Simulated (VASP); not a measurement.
# NbIn2S3 (P4mm) in VASP: notebook, part 2 of 3

VASP 6.6.1.

## Step 3: Relaxation of cell and atoms, PBE

The input, INCAR:

```
SYSTEM = NbIn2S3
PREC = Accurate
ENCUT = 600
EDIFF = 1E-7
ISMEAR = 0
SIGMA = 0.1
LREAL = .FALSE.
LASPH = .TRUE.
NELM = 100
ALGO = Normal
ISIF = 3
LWAVE = .FALSE.
LCHARG = .FALSE.
GGA = PE
IBRION = 2
NSW = 90
EDIFFG = -0.04
```

The input, KPOINTS:

```
regular mesh
0
G
  4 4 2
  0 0 0
```

The input, POSCAR:

```
NbIn2S3
1.0
    3.8663725600      0.0000000000      0.0000000000
    0.0000000000      3.8663725600      0.0000000000
    0.0000000000      0.0000000000      8.2082558700
Nb In S
1 2 3
Direct
    0.0000000000      0.0000000000      0.6251500200
    0.5000000000      0.5000000000      0.7286009800
    0.0000000000      0.0000000000      0.2702390000
    0.5000000000      0.0000000000      0.9985610200
    0.0000000000      0.5000000000      0.9985610200
    0.5000000000      0.5000000000      0.3788870000
```

Potentials or basis: VASP PAW PBE potentials, release 64 (Nb_sv, In_d, S).

Command:

```
$ cat potpaw_PBE.64/Nb_sv/POTCAR potpaw_PBE.64/In_d/POTCAR potpaw_PBE.64/S/POTCAR > POTCAR
$ mpirun -np 1 vasp_std > vasp.out
```

OUTCAR:

```text
SYSTEM = NbIn2S3
   PREC = Accurate
   ENCUT = 600
   EDIFF = 1E-7
   ISMEAR = 0
   LREAL = .FALSE.
   LASPH = .TRUE.
   NELM = 100
   ISIF = 3
   GGA = PE
   IBRION = 2
   NSW = 90
   EDIFFG = -0.04

 ion  position               nearest neighbor table
   1  0.000  0.000  0.625-   2 2.86   2 2.86   2 2.86   2 2.86   3 2.91
   2  0.500  0.500  0.729-   1 2.86   1 2.86   1 2.86   1 2.86   6 2.87   4 2.94   4 2.94   5 2.94
                             5 2.94
   3  0.000  0.000  0.270-   6 2.88   6 2.88   6 2.88   6 2.88   1 2.91   5 2.95   4 2.95   4 2.95
                             5 2.95
   4  0.500  0.000  0.999-   5 2.73   5 2.73   5 2.73   5 2.73   2 2.94   2 2.94   3 2.95   3 2.95

   5  0.000  0.500  0.999-   4 2.73   4 2.73   4 2.73   4 2.73   2 2.94   2 2.94   3 2.95   3 2.95

   6  0.500  0.500  0.379-   2 2.87   3 2.88   3 2.88   3 2.88   3 2.88

  LATTYP: Found a simple tetragonal cell.
 ALAT       =     3.8663725600
 C/A-ratio  =     2.1229862727

  Lattice vectors:

 A1 = (   3.8663725600,   0.0000000000,   0.0000000000)
 A2 = (   0.0000000000,   3.8663725600,   0.0000000000)
 A3 = (   0.0000000000,   0.0000000000,   8.2082558700)

Analysis of symmetry for initial positions (statically):
=====================================================================
 Subroutine PRICEL returns:
 Original cell was already a primitive cell.

 Routine SETGRP: Setting up the symmetry group for a
 simple tetragonal supercell.

 Subroutine GETGRP returns: Found  8 space group operations
 (whereof  8 operations were pure point group operations)
 out of a pool of 16 trial point group operations.

The static configuration has the point symmetry C_4v.

Analysis of symmetry for dynamics (positions and initial velocities):
=====================================================================
 Subroutine PRICEL returns:
 Original cell was already a primitive cell.

 Routine SETGRP: Setting up the symmetry group for a
 simple tetragonal supercell.

 Subroutine GETGRP returns: Found  8 space group operations
 (whereof  8 operations were pure point group operations)
 out of a pool of 16 trial point group operations.

The dynamic configuration has the point symmetry C_4v.

 Subroutine INISYM returns: Found  8 space group operations
 (whereof  8 operations are pure point group operations),
 and found     1 'primitive' translations

----------------------------------------------------------------------------------------

                                     Primitive cell

  volume of cell :     122.7039

  direct lattice vectors                    reciprocal lattice vectors
     3.866372560  0.000000000  0.000000000     0.258640362  0.000000000  0.000000000
     0.000000000  3.866372560  0.000000000     0.000000000  0.258640362  0.000000000
     0.000000000  0.000000000  8.208255870     0.000000000  0.000000000  0.121828561

  length of vectors
     3.866372560  3.866372560  8.208255870     0.258640362  0.258640362  0.121828561

  position of ions in fractional coordinates (direct lattice)
     0.000000000  0.000000000  0.625150020
     0.500000000  0.500000000  0.728600980
     0.000000000  0.000000000  0.270239000
     0.500000000  0.000000000  0.998561020
     0.000000000  0.500000000  0.998561020
     0.500000000  0.500000000  0.378887000

  ion indices of the primitive-cell ions
[... 54 lines left out ...]
   NGX,Y,Z   is equivalent  to a cutoff of  13.76, 13.76, 14.18 a.u.
   NGXF,Y,Z  is equivalent  to a cutoff of  27.52, 27.52, 28.35 a.u.
 SYSTEM =  NbIn2S3
   PREC   = accura    normal or accurate (medium, high low for compatibility)
   ISTART =      0    job   : 0-new  1-cont  2-samecut
   ICHARG =      2    charge: 1-file 2-atom 10-const
   ISPIN  =      1    spin polarized calculation?
   LNONCOLLINEAR =      F non collinear calculations
   LSORBIT =      F    spin-orbit coupling
   LASPH  =      T    aspherical Exc in radial PAW
   ENCUT  =  600.0 eV  44.10 Ry    6.64 a.u.   7.72  7.72 16.39*2*pi/ulx,y,z
   NELM   =    100;   NELMIN=  2; NELMDL= -5     # of ELM steps
   EDIFF  = 0.1E-06   stopping-criterion for ELM
   LREAL  =      F    real-space projection
   EDIFFG = -.4E-01   stopping-criterion for IOM
   NSW    =     90    number of steps for IOM
   IBRION =      2    ionic relax: 0-MD 1-quasi-New 2-CG
   NFREE  =      1    steps in history (QN), initial steepest desc. (CG)
   ISIF   =      3    stress and relaxation
   ISYM   =      2    0-nonsym 1-usesym 2-fastsym
   POTIM  = 0.5000    time-step for ionic-motion
   TEBEG  =    0.0;   TEEND  =   0.0 temperature during run
   PSTRESS=    0.0 pullay stress
   NELECT =      57.0000    total number of electrons
   NUPDOWN=      -1.0000    fix difference up-down
   EMIN   =  10.00;   EMAX   =-10.00  energy-range for DOS
   EFERMI =   0.00;   METHOD = LEGACY
   ISMEAR =     0;   SIGMA  =   0.10  broadening in eV -4-tet -1-fermi 0-gaus
   EFERMI_NEDOS =   21; number of points for ismear=-14 and -15
   IALGO  =     38    algorithm
   IMIX   =      4    mixing-type and parameters
     AMIX     =   0.40;   BMIX     =  1.00
     AMIX_MAG =   1.60;   BMIX_MAG =  1.00
  volume/ion in A,a.u.               =      20.45       138.01
  Fermi-wavevector in a.u.,A,eV,Ry     =   1.267886  2.395958 21.871855  1.607536
  Thomas-Fermi vector in A             =   2.401011
   LORBIT       =      0    0 simple, 1 ext, 2 COOP (PROOUT), +10 PAW based schemes
   GGA     = PE    functional components
   LHFCALC =     F    Hartree Fock is set to
   AEXX    =    0.0000 exact exchange contribution
   IVDW    =     0    specifies the selected vdW correction
   LEPSILON=     F    determine dielectric tensor
   LRPA    =     F    only Hartree local field effects (RPA)
 conjugate gradient relaxation of ions
 non-spin polarized calculation
 Gauss-broadening in eV      SIGMA  =   0.10
  energy-cutoff  :      600.00
  volume of cell :      122.70
 maximum number of plane-waves:      4124
 NGX is ok and might be reduce to    32
   NGX = 15   NGY = 15   NGZ = 33

--------------------------------------- Ionic step        1  -------------------------------------------

 number of electron      56.9999991 magnetization

 Free energy of the ion-electron system (eV)
  ---------------------------------------------------
  ext. energy  EPLUGINS =         0.00000000
  ---------------------------------------------------
  free energy    TOTEN  =       -24.68322958 eV

  energy without entropy =      -24.65224336  energy(sigma->0) =      -24.66773647

------------------------ aborting loop because EDIFF is reached ----------------------------------------

  FORCE on cell =-STRESS in cart. coord.  units (eV):
  Direction    XX          YY          ZZ          XY          YZ          ZX
  --------------------------------------------------------------------------------------
  -------------------------------------------------------------------------------------
  Total       -0.9173532     -0.9173532      2.9343211      0.0000000      0.0000000      0.0000000
  in kB      -11.9781260    -11.9781260     38.3142153      0.0000000      0.0000000      0.0000000
  external PRESSURE =       4.7859878 kB  Pullay stress =       0.0000000 kB
[... 101 lines left out ...]
  FREE ENERGIE OF THE ION-ELECTRON SYSTEM (eV)
  ---------------------------------------------------
  free  energy   TOTEN  =       -25.5628279706 eV

  energy  without entropy=      -25.5383693855  energy(sigma->0) =      -25.55059868

 E-fermi :   6.8810     XC(G=0):  -9.9804

 val. band max:        6.8204868924   @ k =   0.0000   0.0000   0.5000
 cond. band min:       6.8964120883   @ k =   0.5000   0.2500   0.0000
 fundamental gap:      0.0759251959
 Fermi energy:         6.8810477281

 k-point     1 :       0.0000    0.0000    0.0000
  band No.  band energies     occupation
      1     -48.7508      2.00000
      2     -24.8055      2.00000
      3     -24.7902      2.00000
      4     -24.7902      2.00000
      5      -9.8657      2.00000
      6      -8.1986      2.00000
[... 433 lines left out ...]
     33       9.0848      0.00000
     34       9.1224      0.00000

[... ionic steps 4 to 21 ...]

--------------------------------------- Ionic step       22  -------------------------------------------

 number of electron      57.0000000 magnetization

------------------------ aborting loop because EDIFF is reached ----------------------------------------
[... 75 lines left out ...]
--------------------------------------- Ionic step       24  -------------------------------------------

 number of electron      57.0000006 magnetization

 Free energy of the ion-electron system (eV)
  ---------------------------------------------------
  ext. energy  EPLUGINS =         0.00000000
  ---------------------------------------------------
  free energy    TOTEN  =       -27.54740263 eV

  energy without entropy =      -27.52204704  energy(sigma->0) =      -27.53472483

 E-fermi :   7.4307     XC(G=0): -10.2731

 val. band max:        7.3932480465   @ k =   0.5000   0.2500   0.0000
 cond. band min:       7.4680769962   @ k =   0.5000   0.5000   0.0000
 fundamental gap:      0.0748289498
 Fermi energy:         7.4307351131

 k-point     1 :       0.0000    0.0000    0.0000
  band No.  band energies     occupation
      1     -48.2301      2.00000
      2     -24.2785      2.00000
      3     -24.2669      2.00000
      4     -24.2669      2.00000
      5      -9.4586      2.00000
      6      -7.5586      2.00000
[... 466 lines left out ...]
  FREE ENERGIE OF THE ION-ELECTRON SYSTEM (eV)
  ---------------------------------------------------
  free  energy   TOTEN  =       -27.5474026269 eV

  energy  without entropy=      -27.5220470389  energy(sigma->0) =      -27.53472483

 reached required accuracy - stopping structural energy minimisation
```

Run time: 14 min. Hardware: 1 thread of Intel Xeon 6975P-C (Granite Rapids), shared host; peak memory 0.29 GiB.

Results:

- Free energy: -27.5474 eV
- Relaxed volume: 21.80 Å³/atom
- Relaxed cell: a = 3.450 Å, b = 3.450 Å, c = 10.994 Å, α = 90.00°, β = 90.00°, γ = 90.00°
- Space group after relaxing (to 0.05 Å): P4mm (No. 99)
- Energy gained by relaxing: 477.4 meV/atom
- Ionic steps: 24
- Pressure after relaxing: 0.0 GPa
- Largest force after relaxing: 0.030 eV/Å

Forces on the atoms (eV/Å):
```
Nb   0.000  0.000 -0.007
In   0.000  0.000  0.027
In   0.000  0.000 -0.027
S    0.000  0.000 -0.011
S    0.000  0.000 -0.011
S    0.000  0.000  0.030
```

The path:
```csv
step,energy change (eV),largest force (eV/Å),pressure (GPa),volume (Å³)
1,0.0000,1.3880,0.48,122.70
2,-0.3082,1.7925,-0.44,123.75
3,-0.8796,2.2468,-2.16,125.56
4,-1.8783,1.9834,-3.70,128.41
5,-2.1893,2.9029,4.98,131.32
6,-2.4333,1.8153,0.12,130.65
7,-2.6659,0.6016,0.91,132.87
8,-2.7030,0.2687,1.81,134.08
9,-2.7128,0.2909,1.44,133.69
10,-2.7062,0.2734,-2.27,141.10
11,-2.7348,0.2253,-0.40,137.08
12,-2.7485,0.2128,-0.30,136.61
13,-2.7634,0.3703,0.02,135.43
14,-2.7734,0.3678,-0.03,135.18
15,-2.7996,0.3666,-0.16,134.42
16,-2.8294,0.3772,-0.26,132.92
17,-2.8304,0.3800,-0.24,132.47
18,-2.8494,0.2386,0.32,130.90
19,-2.8515,0.1708,0.58,130.22
20,-2.8538,0.2679,-0.90,132.27
21,-2.8576,0.1821,-0.26,131.35
22,-2.8627,0.1042,-0.04,130.74
23,-2.8635,0.0576,0.09,130.40
24,-2.8642,0.0303,-0.04,130.82
```

Final structure:
```xyz
6
Lattice="3.4495 0.0000 0.0000 0.0000 3.4495 0.0000 0.0000 0.0000 10.9939" Properties=species:S:1:pos:R:3 pbc="T T T"
Nb    3.4495    0.0000    5.8373
In    1.7248    1.7248    8.2081
In    0.0000    3.4495    2.5745
S     1.7248    0.0000    0.0736
S     0.0000    1.7248    0.0736
S     1.7248    1.7248    5.2206
```

Caveat: the k points lie up to 0.46 Å⁻¹ apart in the final cell; spin-orbit coupling is left out, which moves the levels of the heavy elements.

[end of part 2 of 3]
